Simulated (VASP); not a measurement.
A run of VASP 6.6.1 is set up as follows.

File INCAR:

```
SYSTEM = SnSe
PREC = Accurate
ENCUT = 520
EDIFF = 1E-6
ISMEAR = 0
SIGMA = 0.01
LREAL = .FALSE.
LASPH = .TRUE.
NELM = 100
ALGO = Normal
ISIF = 2
LWAVE = .FALSE.
LCHARG = .TRUE.
GGA = PS
LELF = .TRUE.
LVHAR = .TRUE.
NBANDS = 17
```

The input KPOINTS:

```
Automatic mesh
0
G
  6 6 6
  0 0 0
```

File POSCAR:

```
SnSe
1.0
    0.0000000000      2.9693193375      2.9693193375
    2.9693193375      0.0000000000      2.9693193375
    2.9693193375      2.9693193375      0.0000000000
Sn Se
1 1
Direct
    0.0000000000      0.0000000000      0.0000000000
    0.5000000000      0.5000000000      0.5000000000
```

Potentials or basis: VASP PAW PBE potentials, release 64 (Sn_d, Se).

Command:

```console
$ cat potpaw_PBE.64/Sn_d/POTCAR potpaw_PBE.64/Se/POTCAR > POTCAR
$ mpirun -np 1 vasp_std > vasp.out
```

(1) Predict the pressure.

(2) Predict the band gap on the k mesh.

Results:

(1) -0.1 GPa.

(2) 0.83 eV, direct.

Caveat: the PAW data sets were made with another functional, which shifts forces and pressure a little; spin-orbit coupling is left out, which moves the levels of the heavy elements.
